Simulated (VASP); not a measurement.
ZrSi2: single point with revPBE

ZrSi2:

```xyz
6
Lattice="1.8906 -7.5475 0.0000 1.8906 7.5475 0.0000 0.0000 0.0000 3.7194" Properties=species:S:1:pos:R:3 pbc="T T T"
Zr    1.8906   -1.5964    0.9299
Zr    1.8906    1.5964    2.7896
Si    1.8906   -6.7541    0.9299
Si    1.8906    6.7541    2.7896
Si    1.8906    3.7764    0.9299
Si    1.8906   -3.7764    2.7896
```

| Property | Result |
| --- | --- |
| Program | VASP 6.6.1 |
| Task | single point |
| Functional | revPBE |
| Potentials or basis | VASP PAW PBE potentials, release 64 (Zr_sv, Si) |
| Cutoff | 520 eV |
| k mesh | 6 × 6 × 6 |
| Occupations | gaussian, width 0.05 eV |
| Spin | no spin polarisation |

```
Pressure               : -4.4 GPa
Largest force          : 0.020 eV/Å
Band gap on the k mesh : zero (bands 20 and 21 overlap by 0.73 eV)
```

Forces in eV/Å, atoms in the order of the input:
```
Zr   0.000  0.002  0.000
Zr   0.000 -0.002  0.000
Si   0.000 -0.020  0.000
Si   0.000  0.020  0.000
Si   0.000  0.002  0.000
Si   0.000 -0.002  0.000
```

Stress tensor (GPa, compression positive):
```
-4.34  0.00  0.00
 0.00 -4.36  0.00
 0.00  0.00 -4.44
```

Levels at points of the mesh, in eV from the Fermi level:
| k point | band 18 | band 19 | band 20 | band 21 | band 22 | band 23 |
| --- | --- | --- | --- | --- | --- | --- |
| (0.00, 0.00, 0.00) | -2.20 | -2.19 | -0.19 | 1.10 | 1.34 | 1.43 |
| (0.50, 0.00, 0.00) | -1.32 | -0.78 | -0.36 | -0.35 | 0.82 | 0.86 |
| (0.50, 0.50, 0.00) | -1.93 | -1.42 | 0.18 | 1.02 | 1.06 | 1.47 |
| (0.00, 0.00, 0.50) | -1.78 | -0.09 | -0.09 | 0.02 | 0.02 | 1.48 |
| (0.50, 0.00, 0.50) | -3.19 | -2.04 | -2.04 | 2.00 | 2.00 | 2.87 |
| (0.50, 0.50, 0.50) | -2.11 | -0.85 | -0.85 | -0.02 | -0.02 | 2.16 |

Wall time 110 s on 1 thread of Intel(R) Xeon(R) 6975P-C (Granite Rapids) (shared host), peak memory 0.37 GiB.

Caveat: the cell stands under tension; the PAW data sets were made with another functional, which shifts forces and pressure a little.
